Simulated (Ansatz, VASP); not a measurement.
## Two plane-wave programs on Sn3SeS2

File POSCAR:

```
Sn3SeS2
1.0
    4.1868804063      0.0000000000      0.0000000000
   -2.0934402032      3.6259447945      0.0000000000
    0.0000000000      0.0000000000     10.2482033000
Sn Se S
3 1 2
Direct
    0.6666666667      0.3333333333      0.8242870000
    0.0000000000      0.0000000000      0.5000000000
    0.3333333333      0.6666666667      0.1757130000
    0.0000000000      0.0000000000      0.0000000000
    0.3333333333      0.6666666667      0.6622190000
    0.6666666667      0.3333333333      0.3377810000
```

INCAR.step1

```
ALGO = Normal
EDIFF = 1E-4
ENCUT = 520
GGA = PE
ISMEAR = 0
LASPH = True
LCHARG = False
LREAL = False
LUSENCCL = False
LWAVE = True
NBANDS = 39
NELM = 80
PREC = Accurate
SIGMA = 0.02
```

Contents of INCAR.step2:

```
ALGO = Normal
EDIFF = 1E-6
ENCUT = 520
ISIF = 2
ISMEAR = 0
ISTART = 1
LASPH = True
LCHARG = True
LELF = True
LMIXTAU = True
LREAL = False
LUSENCCL = False
LVHAR = True
LWAVE = False
METAGGA = R2SCAN
NBANDS = 39
NELM = 80
PREC = Accurate
SIGMA = 0.02
```

File KPOINTS:

```
k-points
0
Gamma
  12 12 4
```

Input for Ansatz:

```yaml
crystal:
  lattice:
    - [4.1868804063, 0.0, 0.0]
    - [-2.0934402032, 3.6259447945, 0.0]
    - [0.0, 0.0, 10.2482033]
  atoms:
    - { symbol: Sn, position: [0.6666666667, 0.3333333333, 0.824287] }
    - { symbol: Sn, position: [0.0, 0.0, 0.5] }
    - { symbol: Sn, position: [0.3333333333, 0.6666666667, 0.175713] }
    - { symbol: Se, position: [0.0, 0.0, 0.0] }
    - { symbol: S, position: [0.3333333333, 0.6666666667, 0.662219] }
    - { symbol: S, position: [0.6666666667, 0.3333333333, 0.337781] }
basis:
  ecutwfc: 500
kpoints:
  mp_grid: { grid: [12, 12, 4] }
  band_path:
    path:
      - [[0.0, 0.0, 0.0], [0.5, 0.0, 0.0], [0.33333333, 0.33333333, 0.0], [0.0, 0.0, 0.0], [0.0, 0.0, 0.5], [0.5, 0.0, 0.5], [0.33333333, 0.33333333, 0.5], [0.0, 0.0, 0.5]]
      - [[0.5, 0.0, 0.5], [0.5, 0.0, 0.0]]
      - [[0.33333333, 0.33333333, 0.5], [0.33333333, 0.33333333, 0.0]]
    npoints: 14
hamiltonian:
  xc: r2scan
scf:
  occupations: { method: gaussian, width: 0.02 }
  n_extra_bands: 15
output:
  forces: true
  stress: true
  eigenvalues: true
  populations: true
  dos: { projected: true, de: 0.02, nscf_kmesh: { grid: [18, 18, 6] } }
  bader: true
  write_density: true
  write_potential: true
  elf: true
  volumetric_format: npy
```

Alike in both runs: task single point; functional r2SCAN; k mesh 12 × 12 × 4; occupations gaussian, width 0.02 eV; no spin polarisation.

|  | VASP | Ansatz |
| --- | --- | --- |
| version | VASP 6.6.1 | Ansatz 0.2.0 |
| potentials or method | VASP PAW PBE potentials, release 64 (Sn_d, Se, S), cutoff 520 eV | scalar-relativistic, plane waves, PAW |
| valence electrons in the cell | 60 | 70 |

|  | VASP | Ansatz | Ansatz less VASP |
| --- | --- | --- | --- |
| gap on the k mesh at the Fermi level (eV) | 0.39 | 0.39 | +0.003 |
| least direct gap on the mesh (eV) | 0.39 | 0.39 | +0.003 |
| pressure (GPa) | -1.1 | -1.1 | +0.01 |
| rms of the force components (eV/Å) | 0.008 | 0.008 | -0.0008 |

VASP's potentials were made for PBE, not for r2SCAN. Atom by atom the forces differ by 0.001 eV/Å (rms over components). VASP's potentials hold 60 valence electrons a cell and Ansatz's 70, so a difference there can come from the potentials and not from the codes.
